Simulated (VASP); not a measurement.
# TePb (Pm-3m) in VASP: further runs, part 2 of 2

VASP 6.6.1. The steps go on from the part before.

## Step 3: Density of states, PBE

The input, POSCAR:

```
TePb
1.0
    4.0022870000      0.0000000000      0.0000000000
    0.0000000000      4.0022870000      0.0000000000
    0.0000000000      0.0000000000      4.0022870000
Pb Te
1 1
Direct
    0.0000000000      0.0000000000      0.0000000000
    0.5000000000      0.5000000000      0.5000000000
```

The input, INCAR.step1:

```
ALGO     = Normal         # electronic algorithm
EDIFF    = 1E-6           # SCF threshold, eV
ENCUT    = 520            # plane-wave cutoff, eV
GGA      = PE             # functional
ISIF     = 2              # what is computed and relaxed
ISMEAR   = -1             # smearing method
LASPH    = T              # aspherical terms in the spheres
LCHARG   = T              # write CHGCAR
LREAL    = F              # projectors in reciprocal space
LWAVE    = F              # write WAVECAR
NBANDS   = 17             # bands
NELM     = 80             # most SCF steps
PREC     = Accurate       # precision mode
SIGMA    = 0.05           # smearing width, eV
```

The input, KPOINTS.step1:

```
k-points
0
Gamma
  7 7 7
```

The input, INCAR.step2:

```
ALGO     = Normal         # electronic algorithm
EDIFF    = 1E-6           # SCF threshold, eV
ENCUT    = 520            # plane-wave cutoff, eV
GGA      = PE             # functional
ICHARG   = 11             # starting density
ISIF     = 2              # what is computed and relaxed
ISMEAR   = -5             # smearing method
LASPH    = T              # aspherical terms in the spheres
LCHARG   = F              # write CHGCAR
LORBIT   = 10             # projections on sites
LREAL    = F              # projectors in reciprocal space
LWAVE    = F              # write WAVECAR
NEDOS    = 1001           # points of the DOS
NELM     = 80             # most SCF steps
PREC     = Accurate       # precision mode
SIGMA    = 0.05           # smearing width, eV
```

The input, KPOINTS.step2:

```
k-points
0
Gamma
  11 11 11
```

Potentials or basis: VASP PAW PBE potentials, release 64 (Pb_d, Te).

Run with:

```sh
$ cat potpaw_PBE.64/Pb_d/POTCAR potpaw_PBE.64/Te/POTCAR > POTCAR
$ cp INCAR.step1 INCAR
$ cp KPOINTS.step1 KPOINTS
$ mpirun -np 1 vasp_std > vasp.out
$ cp INCAR.step2 INCAR
$ cp KPOINTS.step2 KPOINTS
$ mpirun -np 1 vasp_std > vasp.out
```

Run time: 45 s. Hardware: 1 thread of Intel Xeon Platinum 8488C (Sapphire Rapids), shared host; peak memory 0.19 GiB.

It converged, with:

* Valence electrons inside the program's atomic spheres: Pb 11.81; Te 3.36

Levels at points of the mesh, in eV from the Fermi level:
```
           k point  band 6  band 7  band 8  band 9  band 10  band 11  band 12  band 13  band 14
(0.00, 0.00, 0.00)  -12.03   -6.65   -1.44   -1.44    -1.44     4.14     4.14     5.37     5.37
```

Caveat: spin-orbit coupling is left out, which moves the levels of the heavy elements; tetrahedron occupations give inexact forces and stress in metals.

## Step 4: Electric field gradients, PBE+D3(BJ)

The input, INCAR:

```
PREC = Accurate
ENCUT = 520
EDIFF = 1E-8
ISMEAR = 1
SIGMA = 0.05
LREAL = False
LASPH = True
NELM = 60
ALGO = Normal
ISIF = 2
LWAVE = False
LCHARG = False
GGA = PE
IVDW = 12
LEFG = True
NBANDS = 17
```

The input, KPOINTS:

```
Automatic mesh
0
Gamma
  7 7 7
```

POSCAR is that of step 3.

Potentials or basis: VASP PAW PBE potentials, release 64 (Pb_d, Te).

Run with:

```sh
$ cat potpaw_PBE.64/Pb_d/POTCAR potpaw_PBE.64/Te/POTCAR > POTCAR
$ mpirun -np 1 vasp_std > vasp.out
```

OUTCAR:

```text
PREC = Accurate
   ENCUT = 520
   EDIFF = 1E-8
   ISMEAR = 1
   LREAL = False
   LASPH = True
   NELM = 60
   ISIF = 2
   GGA = PE
   IVDW = 12
 IVDW          = 12

 ion  position               nearest neighbor table
   1  0.000  0.000  0.000-   2 3.47   2 3.47   2 3.47   2 3.47   2 3.47   2 3.47   2 3.47   2 3.47

   2  0.500  0.500  0.500-   1 3.47   1 3.47   1 3.47   1 3.47   1 3.47   1 3.47   1 3.47   1 3.47

  LATTYP: Found a simple cubic cell.
 ALAT       =     4.0022870000

  Lattice vectors:

 A1 = (   4.0022870000,   0.0000000000,   0.0000000000)
 A2 = (   0.0000000000,   4.0022870000,   0.0000000000)
 A3 = (   0.0000000000,   0.0000000000,   4.0022870000)
[... 610 lines left out ...]
  free  energy   TOTEN  =        -7.8967174194 eV

  energy  without entropy=       -7.8950223507  energy(sigma->0) =       -7.89615240

 Electric field gradients (V/A^2)
---------------------------------------------------------------------
 ion       V_xx      V_yy      V_zz      V_xy      V_xz      V_yz
---------------------------------------------------------------------
   1       0.000     0.000    -0.000     0.000    -0.000     0.000
   2       0.000     0.000     0.000    -0.000    -0.000    -0.000
---------------------------------------------------------------------

 Electric field gradients after diagonalization (V/A^2)
 (convention: |V_zz| > |V_xx| > |V_yy|)
----------------------------------------------------------------------
 ion       V_xx      V_yy      V_zz     asymmetry (V_yy - V_xx)/ V_zz
----------------------------------------------------------------------
   1       0.000     0.000    -0.000       0.103
   2       0.000     0.000     0.000      -0.295
----------------------------------------------------------------------

           NMR quadrupolar parameters

 Cq : quadrupolar parameter    Cq=e*Q*V_zz/h
 eta: asymmetry parameters     (V_yy - V_xx)/ V_zz
 Q  : nuclear electric quadrupole moment in mb (millibarn)
----------------------------------------------------------------------
 ion       Cq(MHz)       eta       Q (mb)
----------------------------------------------------------------------
   1      -0.000       0.103       1.000
   2       0.000      -0.295       1.000
----------------------------------------------------------------------
```

It took 11 s on 1 thread of Intel Xeon 6975P-C (Granite Rapids), shared host; peak memory 0.18 GiB.

Results:

```yaml
Free_energy: -7.8967 eV
Pressure: -1.5 GPa
Band_gap_on_the_k_mesh: zero (band 10 reaches 6.57 eV, above the bottom of band 11 at 5.77 eV)
Dispersion_energy_per_atom: -0.422 eV
```

Levels at points of the mesh, in eV from the Fermi level:
| k point | band 7 | band 8 | band 9 | band 10 | band 11 | band 12 | band 13 | band 14 |
| --- | --- | --- | --- | --- | --- | --- | --- | --- |
| (0.00, 0.00, 0.00) | -6.79 | -1.57 | -1.57 | -1.57 | 4.00 | 4.00 | 5.23 | 5.23 |

Caveat: without QUAD_EFG the Cq values of the log hold for a quadrupole moment of 1 mb, not for the nuclei; spin-orbit coupling is left out, which moves the levels of the heavy elements; pairwise dispersion overbinds metals, which lowers pressure and volume.

## Step 5: Elastic constants, LDA

The input, INCAR:

```
SYSTEM = TePb
  ALGO = Normal
  EDIFF = 1E-8
  ENCUT = 600
  GGA = CA
  IBRION = 6
  ISIF = 3
  ISMEAR = -1
  LASPH = .True.
  LCHARG = .False.
  LREAL = .False.
  LWAVE = .False.
  NBANDS = 17
  NELM = 60
  NFREE = 2
  NSW = 1
  POTIM = 0.015
  PREC = Accurate
  SIGMA = 0.05
```

The input, KPOINTS:

```
k-points
0
Gamma
  5 5 5
  0 0 0
```

POSCAR is that of step 4.

Potentials or basis: VASP PAW LDA potentials, release 64 (Pb_d, Te).

Run with:

```sh
$ cat potpaw_LDA.64/Pb_d/POTCAR potpaw_LDA.64/Te/POTCAR > POTCAR
$ mpirun -np 1 vasp_std > vasp.out
```

It took 1.8 min on 1 thread of Intel Xeon 6975P-C (Granite Rapids), shared host; peak memory 0.24 GiB.

It converged, with:

```
Elastic constants C11, C12, C44                         : 35, 39, 16 GPa
Voigt bulk modulus                                      : 38 GPa
Highest phonon frequency at Γ, LO-TO splitting left out : 0 cm⁻¹
Most unstable mode                                      : 44i cm⁻¹
```

Phonon frequencies in cm⁻¹ (negative: imaginary):
```tsv
q point	frequencies
(0.000, 0.000, 0.000)	-44 -44 -44 0 0 0
```

Elastic tensor in Voigt notation (GPa, in the Cartesian axes of the cell as first typed):
```
35 39 39  0  0  0
39 35 39  0  0  0
39 39 35  0  0  0
 0  0  0 16  0  0
 0  0  0  0 16  0
 0  0  0  0  0 16
```

Clamped-ion elastic tensor (GPa):
```
35 39 39  0  0  0
39 35 39  0  0  0
39 39 35  0  0  0
 0  0  0 16  0  0
 0  0  0  0 16  0
 0  0  0  0  0 16
```

Caveat: the cell is under stress, which shifts elastic constants; some modes are imaginary; the elastic tensor has a negative eigenvalue, so either the cell is unstable as it stands or the mesh is too thin; spin-orbit coupling is left out, which moves the levels of the heavy elements.

## Step 6: Overview

```tsv
task	level	potentials or basis	k mesh	cutoff (eV)	smearing	k mesh for the DOS	occupations for the DOS	ions in elastic constants	gap on the mesh (eV)	pressure (GPa)
electric field gradients	PBE	VASP PAW PBE potentials, release 64 (Pb_d, Te)	7 × 7 × 7	520	fermi-dirac 0.05 eV	-	-	-	none	0.0
density of states	PBE	VASP PAW PBE potentials, release 64 (Pb_d, Te)	7 × 7 × 7	520	fermi-dirac 0.05 eV	11 × 11 × 11	tetrahedron	-	-	-
electric field gradients	PBE+D3(BJ)	VASP PAW PBE potentials, release 64 (Pb_d, Te)	7 × 7 × 7	520	methfessel-paxton 0.05 eV	-	-	-	none	-1.5
elastic constants	LDA	VASP PAW LDA potentials, release 64 (Pb_d, Te)	5 × 5 × 5	600	fermi-dirac 0.05 eV	-	-	relaxed	-	-
```

Alike in all rows: no spin polarisation; cell as given.

Caveats: spin-orbit coupling is left out, which moves the levels of the heavy elements; tetrahedron occupations give inexact forces and stress in metals (some runs); pairwise dispersion overbinds metals, which lowers pressure and volume (some runs); the cell is under stress, which shifts elastic constants (some runs); some modes are imaginary (some runs); the elastic tensor has a negative eigenvalue, so either the cell is unstable as it stands or the mesh is too thin (some runs).

Total energies depend on the potentials used, so only differences within one code and one set of settings carry meaning.
